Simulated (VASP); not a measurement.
Write the native input for VASP 6.6.1 that does the following.

| Quantity | Value |
| --- | --- |
| Task | relaxation of cell and atoms |
| Functional | LDA |
| Potentials or basis | VASP PAW LDA potentials, release 64 (C) |
| Cutoff | 600 eV |
| k mesh | 18 × 18 × 6 |
| Occupations | gaussian, width 0.1 eV |
| Spin | no spin polarisation |
| Dipole correction | no |
| Further INCAR settings | ALGO = Normal; EDIFF = 1e-06; IBRION = 2; EDIFFG = -0.01; NSW = 80; ISIF = 3 |

The structure of C lies in POSCAR:

```
C
1.0
    1.2280479700     -2.1270618200      0.0000000000
    1.2280479700      2.1270618200      0.0000000000
    0.0000000000      0.0000000000      7.1732677600
C
4
Direct
    0.0833794600      0.9166205400      0.7531376000
    0.5833794600      0.4166205400      0.2468624000
    0.9166205400      0.0833794600      0.2468624000
    0.4166205400      0.5833794600      0.7531376000
```

These files were run (other wordings do the same):

INCAR

```
SYSTEM = C
  PREC = Accurate
  ENCUT = 600
  EDIFF = 1E-6
  ISMEAR = 0
  SIGMA = 0.1
  LREAL = .FALSE.
  LASPH = .TRUE.
  NELM = 100
  ALGO = Normal
  ISIF = 3
  LWAVE = .FALSE.
  LCHARG = .FALSE.
  IBRION = 2
  NSW = 80
  EDIFFG = -0.01
```

KPOINTS

```
Automatic mesh
0
G
  18 18 6
  0 0 0
```

Potentials or basis: VASP PAW LDA potentials, release 64 (C).

Launch:

```bash
$ cat potpaw_LDA.64/C/POTCAR > POTCAR
$ mpirun -np 1 vasp_std > vasp.out
```

It gave:

```yaml
Relaxed_volume: 8.58 Å³/atom
Relaxed_cell: a = 2.446 Å, b = 2.446 Å, c = 6.624 Å, α = 90.00°, β = 90.00°, γ = 119.97°
Space_group_after_relaxing_to_0.1_Å: Fmmm (No. 69)
Energy_gained_by_relaxing: 5.3 meV/atom
Ionic_steps: 38
Pressure_after_relaxing: 0.0 GPa
Largest_force_after_relaxing: 0.005 eV/Å
```

Run time: 45 min on 1 thread of Intel Xeon 8259CL, on a shared host, peak memory 0.3 GiB.
